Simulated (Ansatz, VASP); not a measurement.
**Two plane-wave programs on InGa2P3**

INCAR

```
SYSTEM = InGa2P3
ALGO = Normal ; EDIFF = 1E-7
ENCUT = 520 ; GGA = PE
ISIF = 2 ; ISMEAR = 0
LASPH = .True. ; LCHARG = .False.
LREAL = .False. ; LWAVE = .False.
NBANDS = 36 ; NELM = 100
PREC = Accurate ; SIGMA = 0.1
```

The input KPOINTS:

```
k-points
0
Gamma
  6 6 6
  0 0 0
```

File POSCAR:

```
InGa2P3
1.0
   -1.9942552000      1.9942552000      8.5345977000
    1.9942552000     -1.9942552000      8.5345977000
    1.9942552000      1.9942552000     -8.5345977000
In Ga P
1 2 3
Direct
    0.0000000000      0.0000000000      0.0000000000
    0.6708680000      0.6708680000      0.0000000000
    0.3291320000      0.3291320000      0.0000000000
    0.9074120000      0.4074120000      0.5000000000
    0.2500000000      0.7500000000      0.5000000000
    0.5925880000      0.0925880000      0.5000000000
```

Input for Ansatz:

```yaml
crystal:
  lattice:
    - [-1.9942552, 1.9942552, 8.5345977]
    - [1.9942552, -1.9942552, 8.5345977]
    - [1.9942552, 1.9942552, -8.5345977]
  atoms:
    - { symbol: In, position: [0.0, 0.0, 0.0] }
    - { symbol: Ga, position: [0.670868, 0.670868, 0.0] }
    - { symbol: Ga, position: [0.329132, 0.329132, 0.0] }
    - { symbol: P, position: [0.907412, 0.407412, 0.5] }
    - { symbol: P, position: [0.25, 0.75, 0.5] }
    - { symbol: P, position: [0.592588, 0.092588, 0.5] }
basis:
  ecutwfc: 420
kpoints:
  mp_grid: { grid: [6, 6, 6] }
hamiltonian:
  xc: pbe
scf:
  occupations: { method: gaussian, width: 0.1 }
  lower_state_search: "off"
output:
  forces: true
  stress: true
  eigenvalues: true
```

Alike in both runs: task single point; functional PBE; k mesh 6 × 6 × 6; occupations gaussian, width 0.1 eV; no spin polarisation.

|  | VASP | Ansatz |
| --- | --- | --- |
| version | VASP 6.6.1 | Ansatz 0.2.0 |
| potentials or method | VASP PAW PBE potentials, release 64 (In_d, Ga_d, P), cutoff 520 eV | scalar-relativistic, plane waves, PAW |
| valence electrons in the cell | 54 | 54 |

```tsv
	VASP	Ansatz	Ansatz less VASP
gap on the k mesh at the Fermi level (eV)	0.98	0.98	+0.004
least direct gap on the mesh (eV)	0.98	0.98	+0.004
pressure (GPa)	0.0	0.0	+0.03
traceless stress, the component that is largest in VASP (GPa)	-0.10	-0.10	+0.001
rms of the force components (eV/Å)	0.002	0.003	+0.0012
```

Atom by atom the forces differ by 0.001 eV/Å (rms over components). With one functional, cell and mesh, what is left measures potentials, basis and numerics.
